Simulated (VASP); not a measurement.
Bi:

```
CELL_PARAMETERS angstrom
-1.98143 1.98143 1.98143
1.98143 -1.98143 1.98143
1.98143 1.98143 -1.98143
ATOMIC_POSITIONS crystal
Bi 0.00000 0.00000 0.00000
```

```yaml
Program: VASP 6.6.1
Task: relaxation of cell and atoms
Functional: PBE
Potentials_or_basis: VASP PAW PBE potentials, release 64 (Bi_d)
Cutoff: 600 eV
k_mesh: 9 × 9 × 9
Occupations: fermi-dirac, width 0.05 eV
Spin: non-collinear spin, zero start, spin-orbit coupling
Starting_moments: "[[0.0, 0.0, 0.0]] μB"
```

At the start: pressure 2.2 GPa; volume 31.12 Å³/atom.

Problem. Where does the relaxation end?

Solution. Over 3 steps the energy falls by 8.5 meV/atom and the volume is 32.43 Å³/atom (+4.2 %); space group Im-3m (No. 229, to 0.05 Å); moment 0.00 μB per cell.

The path:
| step | energy change (eV) | largest force (eV/Å) | pressure (GPa) | volume (Å³) |
| --- | --- | --- | --- | --- |
| 1 | 0.0000 | 0.0000 | 2.16 | 31.12 |
| 2 | -0.0069 | 0.0000 | -0.84 | 33.04 |
| 3 | -0.0085 | 0.0000 | 0.02 | 32.43 |

Final structure:
```yaml
crystal:
  lattice:
    - [-2.00891, 2.00891, 2.00891]
    - [2.00891, -2.00891, 2.00891]
    - [2.00891, 2.00891, -2.00891]
  atoms:
    - { symbol: Bi, position: [0.00000, 0.00000, 0.00000] }
```
